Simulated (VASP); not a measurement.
Crystal: SnO.

```
CELL_PARAMETERS angstrom
3.79259 0.00000 0.00000
0.00000 3.79259 0.00000
0.00000 0.00000 4.85355
ATOMIC_POSITIONS crystal
Sn 0.00000 0.50000 0.23687
Sn 0.50000 0.00000 0.76313
O 0.50000 0.50000 0.00000
O 0.00000 0.00000 0.00000
```

This cell differs from its parent crystal: uniaxial z strain +2.0%.

Base run:

```yaml
Program: VASP 6.6.1
Functional: r2SCAN
Potentials_or_basis: VASP PAW PBE potentials, release 64 (Sn_d, O)
Cutoff: 520 eV
k_mesh: 6 × 6 × 6
Occupations: fermi-dirac, width 0.02 eV
Spin: no spin polarisation
```

Its results: band gap on the k mesh 0.16 eV, indirect (least direct gap 2.32 eV); pressure 1.4 GPa; largest force 0.131 eV/Å.

Problem. The run is repeated on the same cell with these changes: functional from r2SCAN to PBE. What comes out?

Solution. Band gap on the k mesh 0.05 eV, indirect (least direct gap 1.98 eV); pressure 5.2 GPa; largest force 0.583 eV/Å.

r2SCAN gives the wider gap, since meta-GGAs in the generalised Kohn-Sham scheme recover part of the derivative discontinuity.

Caveats: spin-orbit coupling is left out, which moves the levels of the heavy elements; the PAW data sets were made with another functional, which shifts forces and pressure a little (some runs).

A k mesh can miss the band edges.
